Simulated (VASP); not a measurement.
Input of a VASP 6.6.1 run:

File INCAR:

```
ALGO     = Normal         # electronic algorithm
EDIFF    = 1E-6           # SCF threshold, eV
ENCUT    = 520            # plane-wave cutoff, eV
GGA      = CA             # functional
ISIF     = 2              # what is computed and relaxed
ISMEAR   = 0              # smearing method
ISPIN    = 2              # spin polarisation
LASPH    = T              # aspherical terms in the spheres
LCHARG   = F              # write CHGCAR
LMAXMIX  = 4              # l up to which the mixer works
LORBIT   = 11             # projections on sites
LREAL    = F              # projectors in reciprocal space
LWAVE    = F              # write WAVECAR
MAGMOM   = 0.875 0        # initial moments
NBANDS   = 18             # bands
NELM     = 150            # most SCF steps
NUPDOWN  = 0.875          # fixed moment
PREC     = Accurate       # precision mode
SIGMA    = 0.15           # smearing width, eV
```

The input KPOINTS:

```
k-points
0
Gamma
  21 21 12
```

Contents of POSCAR:

```
TiAl
1.0
    2.9202514666      0.0000000000      0.0000000000
   -1.4601257333      2.5290119555      0.0000000000
    0.0000000000      0.0000000000      4.7667335796
Ti Al
1 1
Direct
    0.0000000000      0.0000000000      0.0000000000
    0.3333333333      0.6666666667      0.5000000000
```

Potentials or basis: VASP PAW LDA potentials, release 64 (Ti_sv, Al).

The run is started by

```bash
$ cat potpaw_LDA.64/Ti_sv/POTCAR potpaw_LDA.64/Al/POTCAR > POTCAR
$ mpirun -np 1 vasp_std > vasp.out
```

(1) Estimate the pressure.

## Answers

(1) -10.1 GPa.

Caveat: the total moment is fixed, so each spin has its own Fermi level.
